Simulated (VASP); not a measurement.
Input of a VASP 6.6.1 run:

Contents of INCAR:

```
SYSTEM = Ta7N9
ALGO = Normal
DIPOL = 0.5 0.5 0.500
EDIFF = 1E-6
ENCUT = 520
GGA = PS
IDIPOL = 3
ISIF = 2
ISMEAR = 0
LASPH = .True.
LCHARG = .False.
LDIPOL = .True.
LREAL = Auto
LWAVE = .False.
NBANDS = 75
NELM = 60
PREC = Accurate
SIGMA = 0.1
```

File KPOINTS:

```
k-points
0
Gamma
  6 6 1
  0 0 0
```

The input POSCAR:

```
Ta7N9
1.0
    5.1789208711      0.0000000000      0.0000000000
   -2.5894604355      4.4850770385      0.0000000000
    0.0000000000      0.0000000000     22.7919945547
Ta N
7 9
Direct
    0.0000000000      0.0000000000      0.3729379620
    0.3333333333      0.6666666667      0.4364689810
    0.6666666667      0.3333333333      0.4364689810
    0.0000000000      0.0000000000      0.4983933109
    0.3333333333      0.6666666667      0.5699157043
    0.6666666667      0.3333333333      0.5699157043
    0.0000000000      0.0000000000      0.6219820892
    0.0000000000      0.3933709400      0.3729379620
    0.3933709400      0.0000000000      0.3729379620
    0.6066290600      0.6066290600      0.3729379620
    0.0000000000      0.3915572205      0.5014609778
    0.3915572205      0.0000000000      0.5014609778
    0.6084427795      0.6084427795      0.5014609778
    0.0000000000      0.3718543221      0.6219592721
    0.3718543221      0.0000000000      0.6219592721
    0.6281456779      0.6281456779      0.6219592721
```

Potentials or basis: VASP PAW PBE potentials, release 64 (Ta_pv, N).

Run with:

```bash
$ cat potpaw_PBE.64/Ta_pv/POTCAR potpaw_PBE.64/N/POTCAR > POTCAR
$ mpirun -np 1 vasp_std > vasp.out
```

(1) Estimate the band gap on the k mesh.

(2) Predict the largest force.

## Answers

(1) zero (band 61 reaches -1.00 eV, above the bottom of band 62 at -1.31 eV).

(2) 4.336 eV/Å.

Caveat: the PAW data sets were made with another functional, which shifts forces and pressure a little; spin-orbit coupling is left out, which moves the levels of the heavy elements.
